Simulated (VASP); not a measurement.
# TaN (P-62m) in VASP: further runs, part 2 of 3

VASP 6.6.1.

### 3 Electric field gradients, PBE (11.57 Å³/atom)

This run uses another cell than the first one, of 11.57 Å³/atom.

File INCAR:

```
SYSTEM = TaN
ALGO = Normal
EDIFF = 1E-8
ENCUT = 520
GGA = PE
ISIF = 2
ISMEAR = -1
LASPH = .TRUE.
LCHARG = .FALSE.
LEFG = .TRUE.
LREAL = .FALSE.
LWAVE = .FALSE.
NBANDS = 33
NELM = 100
PREC = Accurate
SIGMA = 0.01
```

File KPOINTS:

```
k-points
0
G
  6 6 9
  0 0 0
```

File POSCAR:

```
TaN
1.0
    5.2304124715      0.0000000000      0.0000000000
   -2.6152062357      4.5296700726      0.0000000000
    0.0000000000      0.0000000000      2.9302787075
Ta N
3 3
Direct
    0.3333333333      0.6666666667      0.5000000000
    0.6666666667      0.3333333333      0.5000000000
    0.0000000000      0.0000000000      0.0000000000
    0.3928500000      0.0000000000      0.0000000000
    0.6071500000      0.6071500000      0.0000000000
    0.0000000000      0.3928500000      0.0000000000
```

Potentials or basis: VASP PAW PBE potentials, release 64 (Ta_pv, N).

Started as:

```
> cat potpaw_PBE.64/Ta_pv/POTCAR potpaw_PBE.64/N/POTCAR > POTCAR
> mpirun -np 1 vasp_std > vasp.out
```

OUTCAR:

```text
SYSTEM = TaN
   EDIFF = 1E-8
   ENCUT = 520
   GGA = PE
   ISIF = 2
   ISMEAR = -1
   LASPH = .TRUE.
   LREAL = .FALSE.
   NELM = 100
   PREC = Accurate

 ion  position               nearest neighbor table
   1  0.333  0.667  0.500-   4 2.18   4 2.18   6 2.18   6 2.18   5 2.18   5 2.18   2 3.02   2 3.02
                             2 3.02   3 3.36   3 3.36   3 3.36   3 3.36   3 3.36   3 3.36
   2  0.667  0.333  0.500-   6 2.18   6 2.18   4 2.18   4 2.18   5 2.18   5 2.18   1 3.02   1 3.02
                             1 3.02   3 3.36   3 3.36   3 3.36   3 3.36   3 3.36   3 3.36
   3  0.000  0.000  0.000-   6 2.05   4 2.05   5 2.05   2 3.36   1 3.36   1 3.36   2 3.36   1 3.36
                             1 3.36   2 3.36   2 3.36   2 3.36   2 3.36   1 3.36   1 3.36
   4  0.393  0.000  0.000-   3 2.05   1 2.18   1 2.18   2 2.18   2 2.18
   5  0.607  0.607  0.000-   3 2.05   2 2.18   2 2.18   1 2.18   1 2.18
   6  0.000  0.393  0.000-   3 2.05   2 2.18   2 2.18   1 2.18   1 2.18

  LATTYP: Found a hexagonal cell.
 ALAT       =     5.2304124715
 C/A-ratio  =     0.5602385516

  Lattice vectors:

 A1 = (   5.2304124715,   0.0000000000,   0.0000000000)
 A2 = (  -2.6152062357,   4.5296700726,   0.0000000000)
 A3 = (   0.0000000000,   0.0000000000,   2.9302787075)

Analysis of symmetry for initial positions (statically):
=====================================================================
 Subroutine PRICEL returns:
 Original cell was already a primitive cell.

 Routine SETGRP: Setting up the symmetry group for a
 hexagonal supercell.

 Subroutine GETGRP returns: Found 12 space group operations
 (whereof 12 operations were pure point group operations)
 out of a pool of 24 trial point group operations.
[... 1050 lines left out ...]
  Total       -0.2099454     -0.2099454     -0.5447160     -0.0000000     -0.0000000     -0.0000000
  in kB       -4.8451313     -4.8451313    -12.5709851     -0.0000000     -0.0000000     -0.0000000
  external PRESSURE =      -7.4204159 kB  Pullay stress =       0.0000000 kB

 VOLUME and BASIS-vectors are now :
 -----------------------------------------------------------------------------
  energy-cutoff  :      520.00
  volume of cell :       69.42
      direct lattice vectors                 reciprocal lattice vectors
     5.230412472  0.000000000  0.000000000     0.191189510  0.110383315  0.000000000
    -2.615206236  4.529670073  0.000000000     0.000000000  0.220766631  0.000000000
     0.000000000  0.000000000  2.930278707     0.000000000  0.000000000  0.341264467

 POSITION                                       TOTAL-FORCE (eV/Angst)
 -----------------------------------------------------------------------------------
     -0.00000      3.01978      1.46514         0.000000      0.000000      0.000000
      2.61521      1.50989      1.46514         0.000000      0.000000      0.000000
      0.00000      0.00000      0.00000         0.000000      0.000000      0.000000
      2.05477      0.00000      0.00000        -0.027399      0.000000     -0.000000
      1.58782      2.75019      0.00000         0.013699      0.023728      0.000000
     -1.02738      1.77948      0.00000         0.013699     -0.023728     -0.000000
 -----------------------------------------------------------------------------------
    total drift:                               -0.000002     -0.000003      0.000000

  FREE ENERGIE OF THE ION-ELECTRON SYSTEM (eV)
  ---------------------------------------------------
  free  energy   TOTEN  =       -67.4867608842 eV

  energy  without entropy=      -67.4859689043  energy(sigma->0) =      -67.48636489

 Electric field gradients (V/A^2)
---------------------------------------------------------------------
 ion       V_xx      V_yy      V_zz      V_xy      V_xz      V_yz
---------------------------------------------------------------------
   1      95.683    95.684  -191.367     0.000     0.000    -0.000
   2      95.683    95.684  -191.367     0.001     0.000    -0.000
   3     -82.697   -82.698   165.395    -0.000     0.000     0.000
   4     -14.392     4.891     9.501    -0.001    -0.000     0.000
   5       0.071    -9.572     9.501    -8.351     0.000    -0.000
   6       0.071    -9.572     9.501     8.349    -0.000     0.000
---------------------------------------------------------------------

 Electric field gradients after diagonalization (V/A^2)
 (convention: |V_zz| > |V_xx| > |V_yy|)
----------------------------------------------------------------------
 ion       V_xx      V_yy      V_zz     asymmetry (V_yy - V_xx)/ V_zz
----------------------------------------------------------------------
   1      95.684    95.683  -191.367       0.000
   2      95.684    95.683  -191.367       0.000
   3     -82.698   -82.697   165.395       0.000
   4       9.501     4.891   -14.392       0.320
   5       9.501     4.892   -14.393       0.320
   6       9.501     4.891   -14.392       0.320
----------------------------------------------------------------------

           NMR quadrupolar parameters

 Cq : quadrupolar parameter    Cq=e*Q*V_zz/h
 eta: asymmetry parameters     (V_yy - V_xx)/ V_zz
 Q  : nuclear electric quadrupole moment in mb (millibarn)
----------------------------------------------------------------------
 ion       Cq(MHz)       eta       Q (mb)
----------------------------------------------------------------------
   1      -0.463       0.000       1.000
   2      -0.463       0.000       1.000
   3       0.400       0.000       1.000
   4      -0.035       0.320       1.000
   5      -0.035       0.320       1.000
   6      -0.035       0.320       1.000
----------------------------------------------------------------------
```

OSZICAR:

```text
N       E                     dE             d eps       ncg     rms          rms(c)
DAV:   1     0.442969700026E+03    0.44297E+03   -0.25960E+04  2310   0.152E+03
DAV:   2    -0.479336554460E+02   -0.49090E+03   -0.46758E+03  2614   0.447E+02
DAV:   3    -0.768342746989E+02   -0.28901E+02   -0.28436E+02  2812   0.105E+02
DAV:   4    -0.774339759869E+02   -0.59970E+00   -0.59527E+00  2923   0.149E+01
DAV:   5    -0.774478175977E+02   -0.13842E-01   -0.13823E-01  2915   0.179E+00    0.419E+01
DAV:   6    -0.677255842891E+02    0.97222E+01   -0.49823E+01  2963   0.375E+01    0.173E+01
DAV:   7    -0.675579386107E+02    0.16765E+00   -0.25980E+00  2865   0.849E+00    0.104E+01
DAV:   8    -0.675061262626E+02    0.51812E-01   -0.42947E-01  2827   0.387E+00    0.113E+00
DAV:   9    -0.674874499729E+02    0.18676E-01   -0.52253E-02  2921   0.146E+00    0.384E-01
DAV:  10    -0.674869308952E+02    0.51908E-03   -0.12209E-02  2833   0.556E-01    0.207E-01
DAV:  11    -0.674868327584E+02    0.98137E-04   -0.27764E-03  3000   0.322E-01    0.575E-02
DAV:  12    -0.674867608655E+02    0.71893E-04   -0.30708E-04  2882   0.102E-01    0.206E-02
DAV:  13    -0.674867610184E+02   -0.15289E-06   -0.29450E-05  2966   0.301E-02    0.530E-03
DAV:  14    -0.674867611181E+02   -0.99705E-07   -0.13675E-06  2962   0.783E-03    0.198E-03
DAV:  15    -0.674867608634E+02    0.25469E-06   -0.13465E-07  3096   0.270E-03    0.582E-04
DAV:  16    -0.674867608769E+02   -0.13502E-07   -0.66922E-09  1722   0.622E-04    0.293E-04
DAV:  17    -0.674867608842E+02   -0.73019E-08   -0.59525E-09  1564   0.411E-04
   1 F= -.67486761E+02 E0= -.67486365E+02  d E =-.791980E-03
```

stdout:

```text
POSCAR found type information on POSCAR TaN
 POSCAR found :  2 types and       6 ions
 scaLAPACK will be used
 LDA part: xc-table for (Slater+PW92), standard interpolation
 POSCAR, INCAR and KPOINTS ok, starting setup
 FFT: planning ... GRIDC
 FFT: planning ... GRID_SOFT
 FFT: planning ... GRID
 WAVECAR not read
 entering main loop
ion   1

ion   2

ion   3

ion   4

ion   5

ion   6
```

It took 2 min on 1 thread of Intel Xeon 8259CL, shared host; peak memory 0.22 GiB.

Results:

| Property | Result |
| --- | --- |
| Free energy | -67.4868 eV |
| Pressure | -0.7 GPa |
| Largest force | 0.027 eV/Å |
| Band gap on the k mesh | zero (bands 24 and 25 overlap by 3.01 eV) |
| Largest electric field gradient by atom | Ta -191.4, +165.4 (each value once); N -14.4 V/Å² |

Forces in eV/Å, atoms in the order of the input:
```
Ta   0.000  0.000  0.000
Ta   0.000  0.000  0.000
Ta   0.000  0.000  0.000
N   -0.027  0.000  0.000
N    0.014  0.024  0.000
N    0.014 -0.024  0.000
```

Levels at points of the mesh, in eV from the Fermi level:
```csv
k point,band 20,band 21,band 22,band 23,band 24,band 25,band 26,band 27,band 28,band 29
"(0.00, 0.00, 0.00)",-4.90,-4.16,-3.27,-1.85,-0.86,-0.86,0.62,0.62,1.81,1.89
"(0.50, 0.00, 0.00)",-4.50,-3.80,-3.77,-2.76,-2.54,1.19,1.79,1.90,2.39,2.40
```

Electric field gradients, principal values (V/Å²):
```
atom    least   middle  greatest (by size)
1 Ta   95.683   95.684            -191.367
2 Ta   95.683   95.684            -191.367
3 Ta  -82.697  -82.698             165.395
 4 N    4.891    9.501             -14.392
 5 N    4.892    9.501             -14.393
 6 N    4.891    9.501             -14.392
```

Caveat: without QUAD_EFG the Cq values of the log hold for a quadrupole moment of 1 mb, not for the nuclei; spin-orbit coupling is left out, which moves the levels of the heavy elements.

### 4 Electric field gradients, PBE (12.02 Å³/atom)

This run uses another cell than the first one, of 12.02 Å³/atom.

File INCAR:

```
SYSTEM = TaN
ALGO = Normal
EDIFF = 1E-8
ENCUT = 520
GGA = PE
ISIF = 2
ISMEAR = -1
LASPH = .True.
LCHARG = .False.
LEFG = .True.
LREAL = .False.
LWAVE = .False.
NBANDS = 33
NELM = 60
PREC = Accurate
SIGMA = 0.01
```

File KPOINTS:

```
k-points
0
Gamma
  6 6 9
  0 0 0
```

Changes to POSCAR since step 3:

```diff
@@ -2,5 +2,5 @@
 1.0
-    5.2304124715      0.0000000000      0.0000000000
-   -2.6152062357      4.5296700726      0.0000000000
-    0.0000000000      0.0000000000      2.9302787075
+    5.2979091092      0.0000000000      0.0000000000
+   -2.6489545546      4.5881238755      0.0000000000
+    0.0000000000      0.0000000000      2.9680929261
 Ta N
```

Potentials or basis: VASP PAW PBE potentials, release 64 (Ta_pv, N).

Started as:

```
> cat potpaw_PBE.64/Ta_pv/POTCAR potpaw_PBE.64/N/POTCAR > POTCAR
> mpirun -np 1 vasp_std > vasp.out
```

OUTCAR:

```text
SYSTEM = TaN
   EDIFF = 1E-8
   ENCUT = 520
   GGA = PE
   ISIF = 2
   ISMEAR = -1
   LASPH = .True.
   LREAL = .False.
   NELM = 60
   PREC = Accurate

 ion  position               nearest neighbor table
   1  0.333  0.667  0.500-   4 2.21   4 2.21   6 2.21   6 2.21   5 2.21   5 2.21   2 3.06   2 3.06
                             2 3.06   3 3.40   3 3.40   3 3.40   3 3.40   3 3.40   3 3.40
   2  0.667  0.333  0.500-   6 2.21   6 2.21   4 2.21   4 2.21   5 2.21   5 2.21   1 3.06   1 3.06
                             1 3.06   3 3.40   3 3.40   3 3.40   3 3.40   3 3.40   3 3.40
   3  0.000  0.000  0.000-   5 2.08   6 2.08   4 2.08   2 3.40   1 3.40   1 3.40   2 3.40   1 3.40
                             1 3.40   2 3.40   2 3.40   2 3.40   2 3.40   1 3.40   1 3.40
   4  0.393  0.000  0.000-   3 2.08   1 2.21   1 2.21   2 2.21   2 2.21
   5  0.607  0.607  0.000-   3 2.08   2 2.21   2 2.21   1 2.21   1 2.21
   6  0.000  0.393  0.000-   3 2.08   2 2.21   2 2.21   1 2.21   1 2.21

  LATTYP: Found a hexagonal cell.
 ALAT       =     5.2979091092
 C/A-ratio  =     0.5602385516

  Lattice vectors:

 A1 = (   5.2979091092,   0.0000000000,   0.0000000000)
 A2 = (  -2.6489545546,   4.5881238755,   0.0000000000)
 A3 = (   0.0000000000,   0.0000000000,   2.9680929261)

Analysis of symmetry for initial positions (statically):
=====================================================================
 Subroutine PRICEL returns:
 Original cell was already a primitive cell.

 Routine SETGRP: Setting up the symmetry group for a
 hexagonal supercell.

 Subroutine GETGRP returns: Found 12 space group operations
 (whereof 12 operations were pure point group operations)
 out of a pool of 24 trial point group operations.

The static configuration has the point symmetry D_3h.

Analysis of symmetry for dynamics (positions and initial velocities):
=====================================================================
 Subroutine PRICEL returns:
 Original cell was already a primitive cell.

 Routine SETGRP: Setting up the symmetry group for a
 hexagonal supercell.

 Subroutine GETGRP returns: Found 12 space group operations
 (whereof 12 operations were pure point group operations)
 out of a pool of 24 trial point group operations.

The dynamic configuration has the point symmetry D_3h.

 Subroutine INISYM returns: Found 12 space group operations
 (whereof 12 operations are pure point group operations),
 and found     1 'primitive' translations

----------------------------------------------------------------------------------------

                                     Primitive cell

  volume of cell :      72.1468

  direct lattice vectors                    reciprocal lattice vectors
     5.297909109  0.000000000  0.000000000     0.188753710  0.108977005  0.000000000
    -2.648954555  4.588123876  0.000000000     0.000000000  0.217954011  0.000000000
     0.000000000  0.000000000  2.968092926     0.000000000  0.000000000  0.336916675

  length of vectors
     5.297909109  5.297909109  2.968092926     0.217954011  0.217954011  0.336916675

[... 111 lines left out ...]
  Thomas-Fermi vector in A             =   2.549150
   LORBIT       =      0    0 simple, 1 ext, 2 COOP (PROOUT), +10 PAW based schemes
   GGA     = PE    functional components
   LHFCALC =     F    Hartree Fock is set to
   AEXX    =    0.0000 exact exchange contribution
   IVDW    =     0    specifies the selected vdW correction
   LEPSILON=     F    determine dielectric tensor
   LRPA    =     F    only Hartree local field effects (RPA)
 non-spin polarized calculation
  energy-cutoff  :      520.00
  volume of cell :       72.15
 maximum number of plane-waves:      1964
 NGX is ok and might be reduce to    40
   NGX = 19   NGY = 19   NGZ = 11

 number of electron      48.0000001 magnetization

 Free energy of the ion-electron system (eV)
  ---------------------------------------------------
  ext. energy  EPLUGINS =         0.00000000
  ---------------------------------------------------
  free energy    TOTEN  =       -67.37960870 eV

  energy without entropy =      -67.37871994  energy(sigma->0) =      -67.37916432

 E-fermi :   7.6768     XC(G=0): -12.6942

 val. band max:        7.6684479852   @ k =   0.1667   0.0000   0.3333
 cond. band min:       7.6887880291   @ k =   0.1667   0.0000   0.2222
 fundamental gap:      0.0203400439
 Fermi energy:         7.6768104998

 k-point     1 :       0.0000    0.0000    0.0000
  band No.  band energies     occupation
      1     -28.5466      2.00000
      2     -28.5466      2.00000
      3     -28.2493      2.00000
      4     -28.2493      2.00000
      5     -28.1174      2.00000
      6     -28.0339      2.00000
[... 853 lines left out ...]
     32      11.1041      0.00000
     33      12.3685      0.00000

 [... further k-points ...]

------------------------ aborting loop because EDIFF is reached ----------------------------------------

  FORCE on cell =-STRESS in cart. coord.  units (eV):
  Direction    XX          YY          ZZ          XY          YZ          ZX
  --------------------------------------------------------------------------------------
  -------------------------------------------------------------------------------------
  Total       -5.0591980     -5.0591980     -5.7234535      0.0000000      0.0000000     -0.0000000
  in kB     -112.3505297   -112.3505297   -127.1017733      0.0000000      0.0000000     -0.0000000
  external PRESSURE =    -117.2676109 kB  Pullay stress =       0.0000000 kB

 VOLUME and BASIS-vectors are now :
 -----------------------------------------------------------------------------
  energy-cutoff  :      520.00
  volume of cell :       72.15
      direct lattice vectors                 reciprocal lattice vectors
     5.297909109  0.000000000  0.000000000     0.188753710  0.108977005  0.000000000
    -2.648954555  4.588123876  0.000000000     0.000000000  0.217954011  0.000000000
     0.000000000  0.000000000  2.968092926     0.000000000  0.000000000  0.336916675

 POSITION                                       TOTAL-FORCE (eV/Angst)
 -----------------------------------------------------------------------------------
     -0.00000      3.05875      1.48405        -0.000000      0.000000     -0.000000
      2.64895      1.52937      1.48405         0.000000      0.000000     -0.000000
      0.00000      0.00000      0.00000         0.000000      0.000000     -0.000000
      2.08128      0.00000      0.00000        -0.183023      0.000000      0.000000
      1.60831      2.78568      0.00000         0.091511      0.158502     -0.000000
     -1.04064      1.80244      0.00000         0.091511     -0.158502      0.000000
 -----------------------------------------------------------------------------------
    total drift:                               -0.000001     -0.000002      0.000001

  FREE ENERGIE OF THE ION-ELECTRON SYSTEM (eV)
  ---------------------------------------------------
  free  energy   TOTEN  =       -67.3796086999 eV

  energy  without entropy=      -67.3787199391  energy(sigma->0) =      -67.37916432

 Electric field gradients (V/A^2)
---------------------------------------------------------------------
 ion       V_xx      V_yy      V_zz      V_xy      V_xz      V_yz
---------------------------------------------------------------------
   1      89.249    89.250  -178.499     0.000     0.000    -0.000
   2      89.249    89.250  -178.499     0.000     0.000     0.000
   3     -74.462   -74.462   148.924     0.000    -0.000    -0.000
   4     -14.678     4.981     9.698    -0.001    -0.000     0.000
   5       0.067    -9.764     9.697    -8.513     0.000    -0.000
   6       0.066    -9.764     9.698     8.512    -0.000    -0.000
---------------------------------------------------------------------

 Electric field gradients after diagonalization (V/A^2)
 (convention: |V_zz| > |V_xx| > |V_yy|)
----------------------------------------------------------------------
 ion       V_xx      V_yy      V_zz     asymmetry (V_yy - V_xx)/ V_zz
----------------------------------------------------------------------
   1      89.250    89.249  -178.499       0.000
   2      89.250    89.249  -178.499       0.000
   3     -74.462   -74.462   148.924       0.000
   4       9.698     4.981   -14.678       0.321
   5       9.697     4.982   -14.679       0.321
   6       9.698     4.981   -14.678       0.321
----------------------------------------------------------------------

           NMR quadrupolar parameters

 Cq : quadrupolar parameter    Cq=e*Q*V_zz/h
 eta: asymmetry parameters     (V_yy - V_xx)/ V_zz
 Q  : nuclear electric quadrupole moment in mb (millibarn)
----------------------------------------------------------------------
 ion       Cq(MHz)       eta       Q (mb)
----------------------------------------------------------------------
   1      -0.432       0.000       1.000
   2      -0.432       0.000       1.000
   3       0.360       0.000       1.000
   4      -0.035       0.321       1.000
   5      -0.035       0.321       1.000
   6      -0.035       0.321       1.000
----------------------------------------------------------------------
```

It took 1.9 min on 1 thread of Intel Xeon 8259CL, shared host; peak memory 0.22 GiB.

What came out:

```
Free energy                             : -67.3796 eV
Pressure                                : -11.7 GPa
Largest force                           : 0.183 eV/Å
Band gap on the k mesh                  : zero (bands 24 and 25 overlap by 2.89 eV)
Largest electric field gradient by atom : Ta -178.5, +148.9 (each value once); N -14.7 V/Å²
```

Forces on the atoms (eV/Å):
```
Ta   0.000  0.000  0.000
Ta   0.000  0.000  0.000
Ta   0.000  0.000  0.000
N   -0.183  0.000  0.000
N    0.092  0.159  0.000
N    0.092 -0.159  0.000
```

Stress tensor (GPa, compression positive):
```
-11.24   0.00   0.00
  0.00 -11.24   0.00
  0.00   0.00 -12.71
```

Electric field gradients, principal values (V/Å²):
| atom | least | middle | greatest (by size) |
| --- | --- | --- | --- |
| 1 Ta | 89.249 | 89.250 | -178.499 |
| 2 Ta | 89.249 | 89.250 | -178.499 |
| 3 Ta | -74.462 | -74.462 | 148.924 |
| 4 N | 4.981 | 9.698 | -14.678 |
| 5 N | 4.982 | 9.697 | -14.679 |
| 6 N | 4.981 | 9.698 | -14.678 |

Caveat: the cell stands under tension; without QUAD_EFG the Cq values of the log hold for a quadrupole moment of 1 mb, not for the nuclei; spin-orbit coupling is left out, which moves the levels of the heavy elements.

(Part 2 of 3 ends here.)
